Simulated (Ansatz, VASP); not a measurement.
Two plane-wave programs on Zr3TiC4

File INCAR:

```
ALGO     = Normal         # electronic algorithm
EDIFF    = 1E-6           # SCF threshold, eV
ENCUT    = 520            # plane-wave cutoff, eV
GGA      = PE             # functional
ISIF     = 2              # what is computed and relaxed
ISMEAR   = 0              # smearing method
LASPH    = True           # aspherical terms in the spheres
LCHARG   = False          # write CHGCAR
LREAL    = False          # projectors in reciprocal space
LWAVE    = False          # write WAVECAR
NBANDS   = 42             # bands
NELM     = 80             # most SCF steps
PREC     = Accurate       # precision mode
SIGMA    = 0.1            # smearing width, eV
```

The input KPOINTS:

```
k-points
0
Gamma
  6 6 2
```

File POSCAR:

```
Zr3TiC4
1.0
    3.4511668400      0.0000000000      0.0000000000
    0.0000000000      3.4511668400      0.0000000000
    0.0000000000      0.0000000000      9.7613739100
Zr Ti C
3 1 4
Direct
    0.0000000000      0.0000000000      0.7500000000
    0.5000000000      0.5000000000      0.0000000000
    0.0000000000      0.0000000000      0.2500000000
    0.5000000000      0.5000000000      0.5000000000
    0.0000000000      0.0000000000      0.0000000000
    0.5000000000      0.5000000000      0.2500000000
    0.0000000000      0.0000000000      0.5000000000
    0.5000000000      0.5000000000      0.7500000000
```

Input for Ansatz:

```yaml
crystal:
  lattice:
    - [3.45116684, 0.0, 0.0]
    - [0.0, 3.45116684, 0.0]
    - [0.0, 0.0, 9.76137391]
  atoms:
    - { symbol: Zr, position: [0.0, 0.0, 0.75] }
    - { symbol: Zr, position: [0.5, 0.5, 0.0] }
    - { symbol: Zr, position: [0.0, 0.0, 0.25] }
    - { symbol: Ti, position: [0.5, 0.5, 0.5] }
    - { symbol: C, position: [0.0, 0.0, 0.0] }
    - { symbol: C, position: [0.5, 0.5, 0.25] }
    - { symbol: C, position: [0.0, 0.0, 0.5] }
    - { symbol: C, position: [0.5, 0.5, 0.75] }
basis:
  ecutwfc: 420
kpoints:
  mp_grid: { grid: [6, 6, 2] }
hamiltonian:
  xc: pbe
scf:
  occupations: { method: gaussian, width: 0.1 }
  lower_state_search: "off"
output:
  forces: true
  stress: true
  eigenvalues: true
```

Alike in both runs: task single point; functional PBE; k mesh 6 × 6 × 2; occupations gaussian, width 0.1 eV; no spin polarisation.

|  | VASP | Ansatz |
| --- | --- | --- |
| version | VASP 6.6.1 | Ansatz 0.2.0 |
| potentials or method | VASP PAW PBE potentials, release 64 (Zr_sv, Ti_sv, C), cutoff 520 eV | scalar-relativistic, plane waves, PAW |
| valence electrons in the cell | 64 | 64 |

|  | VASP | Ansatz | Ansatz less VASP |
| --- | --- | --- | --- |
| gap on the k mesh at the Fermi level (eV) | none | none | - |
| pressure (GPa) | -25.3 | -25.5 | -0.15 |
| traceless stress, the component that is largest in VASP (GPa) | -0.41 | -0.41 | -0.001 |
| rms of the force components (eV/Å) | 0.180 | 0.180 | -0.0002 |

Atom by atom the forces differ by 0.000 eV/Å (rms over components). A gap of «none» marks a metal or a gap that the smearing closes. With one functional, cell and mesh, what is left measures potentials, basis and numerics.
